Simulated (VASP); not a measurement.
Sn, 1 atom in the cell. Symmetry: I4/mmm, No. 139, tetragonal system. The conventional cell has a = 3.789 Å, b = 3.789 Å, c = 3.410 Å, α = 90.00°, β = 90.00°, γ = 90.00°. Sn (site symmetry 4/mmm) has 14 Sn at 3.18 to 3.79 Å within 4.2 Å.  This cell differs from its parent crystal: strain -0.1000 x Voigt [0, 0, 1, 0, 0, 0].

- Program: VASP 6.6.1
- Task: single point
- Functional: PBEsol
- Potentials or basis: VASP PAW PBE potentials, release 64 (Sn_d)
- Cutoff: 520 eV
- k mesh: 18 × 18 × 18
- Occupations: gaussian, width 0.15 eV
- Spin: no spin polarisation
- Dipole correction: no
- Further INCAR settings: ALGO = Fast; EDIFF = 1e-06; NBANDS = 13

Potentials or basis: VASP PAW PBE potentials, release 64 (Sn_d).

Command:

```console
$ cat potpaw_PBE.64/Sn_d/POTCAR > POTCAR
$ mpirun -np 1 vasp_std > vasp.out
```

Hardware: 1 thread of Intel(R) Xeon(R) 6975P-C (Granite Rapids), on a shared host.

**Question.** How long does it take, and how much memory?

**Answer.** Wall time 37 s on 1 thread of Intel(R) Xeon(R) 6975P-C (Granite Rapids), on a shared host, peak memory 0.24 GiB. Counts: scf iterations 12, k points 480.
